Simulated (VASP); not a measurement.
# Ba16H (a cell with a defect) in VASP: relaxation of the atoms with PBE

Aim: the relaxation of the atoms of Ba16H (a cell with a defect) with PBE.

All numbers are computed with VASP 6.6.1; they aren't measurements. Logs are shortened: lines on timing, memory, paths and dates and some standing lists are left out, and cuts for length are marked.

**1. The cell of the first run**

The cell holds a defect, 17 atoms: a = 10.040 Å, b = 10.040 Å, c = 10.040 Å, α = 90.00°, β = 90.00°, γ = 90.00°.

**2. Relaxation of the atoms, PBE**

File INCAR:

```
PREC = Accurate
ENCUT = 520
EDIFF = 1E-6
ISMEAR = -1
SIGMA = 0.15
LREAL = Auto
LASPH = True
NELM = 100
ALGO = Normal
ISIF = 2
LWAVE = False
LCHARG = False
GGA = PE
IBRION = 2
NSW = 45
EDIFFG = -0.08
```

File KPOINTS:

```
Automatic mesh
0
Gamma
  1 1 1
```

File POSCAR:

```
Ba16H
1.0
   10.0400000000      0.0000000000      0.0000000000
    0.0000000000     10.0400000000      0.0000000000
    0.0000000000      0.0000000000     10.0400000000
Ba H
16 1
Direct
    0.0000000000      0.0000000000      0.0000000000
    0.5000000000      0.0000000000      0.0000000000
    0.0000000000      0.5000000000      0.0000000000
    0.0000000000      0.0000000000      0.5000000000
    0.2500000000      0.2500000000      0.2500000000
    0.5000000000      0.5000000000      0.0000000000
    0.5000000000      0.0000000000      0.5000000000
    0.7500000000      0.2500000000      0.2500000000
    0.0000000000      0.5000000000      0.5000000000
    0.2500000000      0.7500000000      0.2500000000
    0.2500000000      0.2500000000      0.7500000000
    0.5000000000      0.5000000000      0.5000000000
    0.7500000000      0.7500000000      0.2500000000
    0.7500000000      0.2500000000      0.7500000000
    0.2500000000      0.7500000000      0.7500000000
    0.7500000000      0.7500000000      0.7500000000
    0.6195269000      0.2473425000     -0.0063058000
```

Potentials or basis: VASP PAW PBE potentials, release 64 (Ba_sv, H).

Launch:

```console
> cat potpaw_PBE.64/Ba_sv/POTCAR potpaw_PBE.64/H/POTCAR > POTCAR
> mpirun -np 1 vasp_gam > vasp.out
```

OUTCAR:

```text
PREC = Accurate
   ENCUT = 520
   EDIFF = 1E-6
   ISMEAR = -1
   LREAL = Auto
   LASPH = True
   NELM = 100
   ISIF = 2
   GGA = PE
   IBRION = 2
   NSW = 45
   EDIFFG = -0.08

 ion  position               nearest neighbor table
   1  0.000  0.000  0.000-   5 4.35   8 4.35  10 4.35  11 4.35  13 4.35  14 4.35  15 4.35  16 4.35

   2  0.500  0.000  0.000-  17 2.76   8 4.35  10 4.35  11 4.35  13 4.35  14 4.35  15 4.35  16 4.35
                             5 4.35
   3  0.000  0.500  0.000-   5 4.35   8 4.35  10 4.35  11 4.35  13 4.35  14 4.35  15 4.35  16 4.35
[... 21 lines left out ...]
  14  0.750  0.250  0.750-  17 2.78   2 4.35   3 4.35   4 4.35   6 4.35   7 4.35   9 4.35  12 4.35
                             1 4.35
  15  0.250  0.750  0.750-   1 4.35   2 4.35   3 4.35   4 4.35   6 4.35   7 4.35   9 4.35  12 4.35

  16  0.750  0.750  0.750-   1 4.35   2 4.35   3 4.35   4 4.35   6 4.35   7 4.35   9 4.35  12 4.35

  17  0.620  0.247  0.994-   2 2.76  14 2.78   6 2.81

  LATTYP: Found a simple cubic cell.
 ALAT       =    10.0400000000

  Lattice vectors:

 A1 = (  10.0400000000,   0.0000000000,   0.0000000000)
 A2 = (   0.0000000000,  10.0400000000,   0.0000000000)
 A3 = (   0.0000000000,   0.0000000000,  10.0400000000)

Analysis of symmetry for initial positions (statically):
=====================================================================
 Subroutine PRICEL returns:
 Original cell was already a primitive cell.

 Routine SETGRP: Setting up the symmetry group for a
 simple cubic supercell.

 Subroutine GETGRP returns: Found  1 space group operations
 (whereof  1 operations were pure point group operations)
 out of a pool of 48 trial point group operations.

The static configuration has the point symmetry C_1 .

Analysis of symmetry for dynamics (positions and initial velocities):
=====================================================================
 Subroutine PRICEL returns:
 Original cell was already a primitive cell.

 Routine SETGRP: Setting up the symmetry group for a
 simple cubic supercell.

 Subroutine GETGRP returns: Found  1 space group operations
 (whereof  1 operations were pure point group operations)
 out of a pool of 48 trial point group operations.

The dynamic configuration has the point symmetry C_1 .

 Subroutine INISYM returns: Found  1 space group operations
 (whereof  1 operations are pure point group operations),
 and found     1 'primitive' translations

----------------------------------------------------------------------------------------

                                     Primitive cell

  volume of cell :    1012.0481

[... 104 lines left out ...]
   PSTRESS=    0.0 pullay stress
   NELECT =     161.0000    total number of electrons
   NUPDOWN=      -1.0000    fix difference up-down
   EMIN   =  10.00;   EMAX   =-10.00  energy-range for DOS
   EFERMI =   0.00;   METHOD = LEGACY
   ISMEAR =    -1;   SIGMA  =   0.15  broadening in eV -4-tet -1-fermi 0-gaus
   EFERMI_NEDOS =   21; number of points for ismear=-14 and -15
   IALGO  =     38    algorithm
   IMIX   =      4    mixing-type and parameters
     AMIX     =   0.40;   BMIX     =  1.00
     AMIX_MAG =   1.60;   BMIX_MAG =  1.00
  volume/ion in A,a.u.               =      59.53       401.74
  Fermi-wavevector in a.u.,A,eV,Ry     =   0.887053  1.676288 10.705930  0.786864
  Thomas-Fermi vector in A             =   2.008301
   LORBIT       =      0    0 simple, 1 ext, 2 COOP (PROOUT), +10 PAW based schemes
   GGA     = PE    functional components
   LHFCALC =     F    Hartree Fock is set to
   AEXX    =    0.0000 exact exchange contribution
   IVDW    =     0    specifies the selected vdW correction
   LEPSILON=     F    determine dielectric tensor
   LRPA    =     F    only Hartree local field effects (RPA)
 conjugate gradient relaxation of ions
 non-spin polarized calculation
  energy-cutoff  :      520.00
  volume of cell :     1012.05
 maximum number of plane-waves:     13601
 NGX is ok and might be reduce to    80
   NGX = 37   NGY = 37   NGZ = 37

--------------------------------------- Ionic step        1  -------------------------------------------

 number of electron     160.9999988 magnetization

 Free energy of the ion-electron system (eV)
  ---------------------------------------------------
  ext. energy  EPLUGINS =         0.00000000
  ---------------------------------------------------
  free energy    TOTEN  =       -38.81417162 eV

  energy without entropy =      -37.78851752  energy(sigma->0) =      -38.30134457

------------------------ aborting loop because EDIFF is reached ----------------------------------------

  FORCE on cell =-STRESS in cart. coord.  units (eV):
  Direction    XX          YY          ZZ          XY          YZ          ZX
  --------------------------------------------------------------------------------------
  -------------------------------------------------------------------------------------
  Total       -5.3660984     -6.2116476     -6.3899490      0.0265714     -0.0026409     -0.0512559
  in kB       -8.4950918     -9.8336842    -10.1159538      0.0420652     -0.0041808     -0.0811434
  external PRESSURE =      -9.4815766 kB  Pullay stress =       0.0000000 kB
[... 242 lines left out ...]
--------------------------------------- Ionic step        6  -------------------------------------------

 number of electron     160.9999996 magnetization

 Free energy of the ion-electron system (eV)
  ---------------------------------------------------
  ext. energy  EPLUGINS =         0.00000000
  ---------------------------------------------------
  free energy    TOTEN  =       -38.93837303 eV

  energy without entropy =      -37.96794481  energy(sigma->0) =      -38.45315892

 E-fermi :   1.7887     XC(G=0):  -7.4061

 val. band max:        1.5225997095   @ k =   0.0000   0.0000   0.0000
 cond. band min:       2.1355868839   @ k =   0.0000   0.0000   0.0000
 fundamental gap:      0.6129871743
 Fermi energy:         1.7887162688

 k-point     1 :       0.0000    0.0000    0.0000
  band No.  band energies     occupation
      1     -27.2610      2.00000
      2     -27.2307      2.00000
      3     -27.2283      2.00000
      4     -27.2276      2.00000
      5     -27.2268      2.00000
      6     -27.2262      2.00000
[... 84 lines left out ...]
     91       2.3418      0.04886
     92       2.3463      0.04746
 [bands above 92 left out]

------------------------ aborting loop because EDIFF is reached ----------------------------------------

  FORCE on cell =-STRESS in cart. coord.  units (eV):
  Direction    XX          YY          ZZ          XY          YZ          ZX
  --------------------------------------------------------------------------------------
  -------------------------------------------------------------------------------------
  Total       -4.9150947     -6.0720670     -6.1879495      0.0112798     -0.0006882     -0.0432161
  in kB       -7.7811060     -9.6127135     -9.7961676      0.0178571     -0.0010895     -0.0684155
  external PRESSURE =      -9.0633290 kB  Pullay stress =       0.0000000 kB
[... 32 lines left out ...]
  FREE ENERGIE OF THE ION-ELECTRON SYSTEM (eV)
  ---------------------------------------------------
  free  energy   TOTEN  =       -38.9383730253 eV

  energy  without entropy=      -37.9679448081  energy(sigma->0) =      -38.45315892

 reached required accuracy - stopping structural energy minimisation
```

It took 44 min on 1 thread of Intel Xeon 8259CL, shared host; peak memory 1.1 GiB.

Results:

```yaml
Free_energy: -38.9384 eV
Energy_gained_by_relaxing: 7.3 meV/atom
Ionic_steps: 6
Pressure_after_relaxing: -0.9 GPa
Largest_force_after_relaxing: 0.079 eV/Å
Band_gap_on_the_k_mesh: zero (an odd number of electrons rules out a gap without spin polarisation)
```

Forces in eV/Å, atoms in the order of the input:
```
Ba   0.067 -0.033 -0.001
Ba  -0.077  0.010 -0.003
Ba   0.066  0.030 -0.001
Ba  -0.028  0.016 -0.002
Ba  -0.066 -0.001  0.029
Ba  -0.078 -0.011 -0.003
Ba   0.008  0.037 -0.001
Ba   0.065 -0.002 -0.031
Ba  -0.027 -0.017 -0.002
Ba   0.023 -0.001 -0.013
Ba  -0.068 -0.001 -0.037
Ba   0.008 -0.039 -0.001
Ba  -0.008 -0.001 -0.042
Ba   0.070 -0.002  0.014
Ba   0.024 -0.001  0.010
Ba  -0.008 -0.001  0.036
H    0.032  0.017  0.048
```

Stress tensor (GPa, compression positive):
```
-0.78  0.00 -0.01
 0.00 -0.96  0.00
-0.01  0.00 -0.98
```

The path:
```tsv
step	energy change (eV)	largest force (eV/Å)	pressure (GPa)
1	0.0000	0.3905	-0.95
2	-0.0285	0.3467	-0.95
3	-0.0905	0.2055	-0.93
4	-0.1010	0.2189	-0.87
5	-0.1162	0.0910	-0.91
6	-0.1242	0.0787	-0.91
```

Final structure:
```
Ba H
1.0
    10.04000    0.00000    0.00000
     0.00000   10.04000    0.00000
     0.00000    0.00000   10.04000
Ba H
16 1
Direct
  0.00370 0.99753 0.99986
  0.50213 0.01217 0.99990
  0.00381 0.50250 0.99987
  0.00218 0.99818 0.49986
  0.24612 0.24995 0.25272
  0.50244 0.48703 0.99987
  0.49915 0.99929 0.49978
  0.74652 0.24994 0.23600
  0.00218 0.50179 0.49985
  0.24765 0.74994 0.25210
  0.24646 0.24995 0.74748
  0.49915 0.50067 0.49978
  0.75112 0.74993 0.25079
  0.74704 0.24996 0.76261
  0.24766 0.74995 0.74787
  0.75108 0.74993 0.74919
  0.62113 0.24865 0.99613
```

Levels at points of the mesh, in eV from the Fermi level:
```tsv
k point	band 77	band 78	band 79	band 80	band 81	band 82	band 83	band 84
(0.00, 0.00, 0.00)	-1.02	-0.75	-0.69	-0.27	0.35	0.35	0.36	0.36
```

Caveat: the k points lie up to 0.63 Å⁻¹ apart, too coarse for converged energies and pressures of a metal; spin-orbit coupling is left out, which moves the levels of the heavy elements; the relaxation stopped at a loose force limit of 0.08 eV/Å, so its end isn't a converged minimum.
